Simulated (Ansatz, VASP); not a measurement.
One calculation of LiTlSe2, two programs

File POSCAR:

```
LiTlSe2
1.0
    4.1099971272      0.0000000000      0.0000000000
    0.0000000000      4.1099971272      0.0000000000
    0.0000000000      0.0000000000      6.2708670684
Li Se Tl
1 2 1
Direct
    0.0000000000      0.0000000000      0.0000000000
    0.0000000000      0.5000000000      0.2321512576
    0.5000000000      0.0000000000      0.7678487424
    0.5000000000      0.5000000000      0.5000000000
```

INCAR.step1

```
SYSTEM = LiTlSe2
PREC = Accurate
ENCUT = 520
ISMEAR = 0
SIGMA = 0.01
LREAL = .FALSE.
LASPH = .TRUE.
NELM = 80
NBANDS = 22
GGA = PE
ALGO = Normal
EDIFF = 1E-4
LWAVE = .TRUE.
LCHARG = .FALSE.
```

File INCAR.step2:

```
SYSTEM = LiTlSe2
PREC = Accurate
ENCUT = 520
EDIFF = 1E-6
ISMEAR = 0
SIGMA = 0.01
LREAL = .FALSE.
LASPH = .TRUE.
NELM = 80
ALGO = Normal
ISIF = 2
LWAVE = .FALSE.
LCHARG = .FALSE.
METAGGA = R2SCAN
LMIXTAU = .TRUE.
NBANDS = 22
ISTART = 1
```

Contents of KPOINTS:

```
Automatic mesh
0
G
  6 6 4
  0 0 0
```

Input for Ansatz:

```yaml
crystal:
  lattice:
    - [4.1099971272, 0.0, 0.0]
    - [0.0, 4.1099971272, 0.0]
    - [0.0, 0.0, 6.2708670684]
  atoms:
    - { symbol: Li, position: [0.0, 0.0, 0.0] }
    - { symbol: Se, position: [0.0, 0.5, 0.2321512576] }
    - { symbol: Tl, position: [0.5, 0.5, 0.5] }
    - { symbol: Se, position: [0.5, 0.0, 0.7678487424] }
kpoints:
  mp_grid: { grid: [6, 6, 4] }
  band_path:
    path:
      - [0.0, 0.0, 0.0]
      - [0.0, 0.5, 0.0]
      - [0.5, 0.5, 0.0]
      - [0.0, 0.0, 0.5]
      - [0.0, 0.5, 0.5]
      - [0.5, 0.5, 0.5]
    npoints: 1
hamiltonian:
  xc: r2scan
scf:
  occupations: { method: fixed }
  n_extra_bands: 5
output:
  forces: true
  stress: true
  eigenvalues: true
```

Change from the starting cell: epitaxial_xy strain -3.6%.

Alike in both runs: task single point; functional r2SCAN; k mesh 6 × 6 × 4; no spin polarisation.

|  | VASP | Ansatz |
| --- | --- | --- |
| version | VASP 6.6.1 | Ansatz 0.2.0 |
| potentials or method | VASP PAW PBE potentials, release 64 (Li_sv, Se, Tl_d) | plane waves, PAW |
| plane-wave cutoff (eV) | 520 | 500 |
| occupations | gaussian, width 0.01 eV | fixed |
| valence electrons in the cell | 28 | 48 |

|  | VASP | Ansatz | Ansatz less VASP |
| --- | --- | --- | --- |
| gap on the k mesh at the Fermi level (eV) | 0.81 | 0.80 | -0.006 |
| rms of the force components (eV/Å) | 0.003 | 0.000 | -0.0029 |

VASP's potentials were made for PBE, not for r2SCAN. VASP's potentials hold 28 valence electrons a cell and Ansatz's 48, so a difference there can come from the potentials and not from the codes.

Neither program's run includes spin-orbit coupling. Noted on VASP's run: the cutoff is short for stress, so the pressure is rough.
